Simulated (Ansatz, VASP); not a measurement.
Two plane-wave programs on BaTiO3

```xyz
5
Lattice="4.0192 0.0000 0.0000 0.0000 4.0192 0.0000 0.0000 0.0000 4.0193" Properties=species:S:1:pos:R:3 pbc="T T T"
Ba    0.0000    0.0000    0.0000
Ti    2.0096    2.0096    2.0096
O     2.0096    2.0096    0.0000
O     2.0096    0.0000    2.0096
O     0.0000    2.0096    2.0096
```

Alike in both runs: functional PBE; k mesh 8 × 8 × 8; occupations gaussian, width 0.02 eV; no spin polarisation.

Ansatz relaxed the structure, and its values are those at the end. VASP's run is a single point on that final structure, the one shown.

|  | VASP | Ansatz |
| --- | --- | --- |
| version | VASP 6.6.1 | Ansatz 0.2.0 |
| potentials or method | VASP PAW PBE potentials, release 64 (Ba_sv, Ti_sv, O), cutoff 520 eV | scalar-relativistic, plane waves, PAW |
| valence electrons in the cell | 40 | 40 |

Ansatz gave:

| Quantity | Value |
| --- | --- |
| gap on the k mesh at the Fermi level (eV) | 1.78 |
| least direct gap on the mesh (eV) | 1.90 |
| pressure (GPa) | 0.0 |

Problem. Estimate VASP's values.

Solution. gap on the k mesh at the Fermi level (eV): 1.72; least direct gap on the mesh (eV): 1.88; pressure (GPa): 1.7.

The functional is the same, so the differences come from potentials, cutoffs and numerics.

Neither program's run includes spin-orbit coupling.
